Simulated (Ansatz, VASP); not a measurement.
Two plane-wave programs on CdTe

POSCAR

```
CdTe
1.0
    0.0000000000      3.2050000000      3.2050000000
    3.2050000000      0.0000000000      3.2050000000
    3.2050000000      3.2050000000      0.0000000000
Te Cd
1 1
Direct
    0.7500000000      0.7500000000      0.7500000000
    0.0000000000      0.0000000000      0.0000000000
```

Contents of INCAR.step1:

```
SYSTEM = CdTe
ALGO     = Normal         ! electronic algorithm
EDIFF    = 1E-5           ! SCF threshold, eV
ENCUT    = 520            ! plane-wave cutoff, eV
GGA      = PE             ! functional
ISIF     = 2              ! what is computed and relaxed
ISMEAR   = -1             ! smearing method
LASPH    = .True.         ! aspherical terms in the spheres
LREAL    = .False.        ! projectors in reciprocal space
LWAVE    = .True.         ! write WAVECAR
NBANDS   = 16             ! bands
NELM     = 100            ! most SCF steps
PREC     = Accurate       ! precision mode
SIGMA    = 0.05           ! smearing width, eV
```

File INCAR.step2:

```
SYSTEM = CdTe
AEXX     = 0.25           ! exact-exchange fraction
ALGO     = Normal         ! electronic algorithm
EDIFF    = 1E-6           ! SCF threshold, eV
ENCUT    = 520            ! plane-wave cutoff, eV
GGA      = PS             ! functional
ISIF     = 2              ! what is computed and relaxed
ISMEAR   = -1             ! smearing method
ISTART   = 1            
LASPH    = .True.         ! aspherical terms in the spheres
LCHARG   = .True.         ! write CHGCAR
LELF     = .True.         ! ELF
LHFCALC  = .True.         ! exact exchange
LREAL    = .False.        ! projectors in reciprocal space
LVHAR    = .True.       
LWAVE    = .False.        ! write WAVECAR
NBANDS   = 16             ! bands
NELM     = 100            ! most SCF steps
PREC     = Accurate       ! precision mode
PRECFOCK = Normal       
SIGMA    = 0.05           ! smearing width, eV
```

KPOINTS

```
k-points
0
Gamma
  4 4 4
  0 0 0
```

The input input.yaml:

```yaml
crystal:
  lattice:
    - [0.0, 3.205, 3.205]
    - [3.205, 0.0, 3.205]
    - [3.205, 3.205, 0.0]
  atoms:
    - { symbol: Te, position: [0.75, 0.75, 0.75] }
    - { symbol: Cd, position: [0.0, 0.0, 0.0] }
hamiltonian:
  xc: { exchange: pbesol, correlation: pbesol, exx: { coeff: 0.25 } }
  pseudopotentials: { kind: paw }
kpoints:
  mp_grid: { grid: [4, 4, 4] }
  band_path:
    path:
      - [[0.0, 0.0, 0.0], [0.5, 0.0, 0.5], [0.5, 0.25, 0.75], [0.375, 0.375, 0.75], [0.0, 0.0, 0.0], [0.5, 0.5, 0.5], [0.625, 0.25, 0.625], [0.5, 0.25, 0.75], [0.5, 0.5, 0.5], [0.375, 0.375, 0.75]]
      - [[0.625, 0.25, 0.625], [0.5, 0.0, 0.5]]
    npoints: 4
scf:
  occupations: { method: fermi_dirac, width: 0.05 }
  n_extra_bands: 6
output:
  forces: true
  stress: true
  eigenvalues: true
  fatbands: false
```

Alike in both runs: functional PBEsol-based global hybrid with a share of 0.25 of exact exchange; k mesh 4 × 4 × 4; occupations fermi-dirac, width 0.05 eV; no spin polarisation.

```csv
,VASP,Ansatz
version,VASP 6.6.1,Ansatz 0.2.0
potentials or method,"VASP PAW PBE potentials, release 64 (Te, Cd)",Ansatz PAW
plane-wave cutoff (eV),520,420
valence electrons in the cell,18,36
task,single point,band structure
```

Ansatz gave:

* gap on the k mesh at the Fermi level (eV): 2.29
* least direct gap on the mesh (eV): 2.29
* pressure (GPa): 1.6

Which values does VASP return?

gap on the k mesh at the Fermi level (eV): 2.24; least direct gap on the mesh (eV): 2.24; pressure (GPa): 1.5.

VASP's potentials were made for PBE, not for PBEsol-based global hybrid. VASP's potentials hold 18 valence electrons a cell and Ansatz's 36, so a difference there can come from the potentials and not from the codes.

The k mesh is coarse, so the values compare programs but aren't converged. Spin-orbit coupling is off throughout.
